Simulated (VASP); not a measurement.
Write the native input for VASP 6.6.1 that does the following.

```yaml
Task: single point
Functional: PBE
Potentials_or_basis: VASP PAW PBE potentials, release 64 (Al)
Cutoff: 520 eV
k_mesh: 20 × 20 × 20
Occupations: gaussian, width 0.15 eV
Spin: no spin polarisation
Dipole_correction: no
Further_INCAR_settings: ALGO = Fast; EDIFF = 1e-06; NBANDS = 8
```

The structure of Al lies in POSCAR:

```
Al
1.0
    0.1327730880      2.0239800000      2.0239800000
    2.1567530880      0.0000000000      2.1567530880
    2.0239800000      2.0239800000      0.1327730880
Al
1
Direct
    0.0000000000      0.0000000000      0.0000000000
```

This cell differs from its parent crystal: strain +0.1312 x Voigt [0, 0, 0, 0, 1, 0].

The input as run:

INCAR

```
ALGO = Fast
EDIFF = 1E-6
ENCUT = 520
GGA = PE
ISIF = 2
ISMEAR = 0
LASPH = T
LCHARG = T
LELF = T
LREAL = F
LVHAR = T
LWAVE = F
NBANDS = 8
NELM = 100
PREC = Accurate
SIGMA = 0.15
```

KPOINTS

```
k-points
0
Gamma
  20 20 20
```

Potentials or basis: VASP PAW PBE potentials, release 64 (Al).

The run is started by

```sh
$ cat potpaw_PBE.64/Al/POTCAR > POTCAR
$ mpirun -np 1 vasp_std > vasp.out
```

Results of the run:

```json
{
 "Pressure": "1.3 GPa",
 "Band gap on the k mesh": "zero (an odd number of electrons rules out a gap without spin polarisation)"
}
```

Caveat: the cell differs from its parent crystal (strain +0.1312 x Voigt [0, 0, 0, 0, 1, 0]).

Wall time 110 s on 1 thread of Intel Xeon 8259CL, with other jobs on the host, peak memory 0.25 GiB.
